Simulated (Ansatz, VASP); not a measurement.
## H3C18N in VASP and in Ansatz

```
CELL_PARAMETERS angstrom
7.39800 0.00000 0.00000
-3.69900 6.40686 0.00000
0.00000 0.00000 11.00000
ATOMIC_POSITIONS crystal
C 0.00281 0.00834 0.06111
C 0.22387 0.11893 0.06151
C 0.00299 0.33988 0.06196
C 0.22377 0.45026 0.06205
C 0.00089 0.67307 0.06181
C 0.22577 0.78547 0.06196
C 0.33633 0.00645 0.06188
C 0.55710 0.11690 0.06209
C 0.33430 0.33976 0.06197
C 0.55924 0.45223 0.06210
C 0.33623 0.67517 0.06214
C 0.55724 0.78561 0.06206
C 0.66757 0.00634 0.06199
C 0.89249 0.11881 0.06161
C 0.66958 0.34183 0.06211
C 0.89055 0.45237 0.06207
C 0.66975 0.67321 0.06188
C 0.89041 0.78349 0.06148
N 0.00275 0.98599 0.37236
H 0.88141 0.01119 0.38972
H 0.09919 0.04209 0.44617
H 0.08322 0.08246 0.30160
```

Alike in both runs: functional PBE; dispersion D3(BJ); k mesh 2 × 2 × 1; occupations gaussian, width 0.05 eV; no spin polarisation.

Ansatz relaxed the structure, and its values are those at the end. VASP's run is a single point on that final structure, the one shown.

|  | VASP | Ansatz |
| --- | --- | --- |
| version | VASP 6.6.1 | Ansatz 0.2.0 |
| potentials or method | VASP PAW PBE potentials, release 64 (C, N, H), cutoff 520 eV | scalar-relativistic, plane waves, PAW |
| valence electrons in the cell | 80 | 80 |

VASP gave:

| Item | Value |
| --- | --- |
| rms of the force components (eV/Å) | 0.010 |

**Question.** Which values does Ansatz return?

**Answer.** rms of the force components (eV/Å): 0.004.

The k mesh is coarse, so the values compare programs but aren't converged.
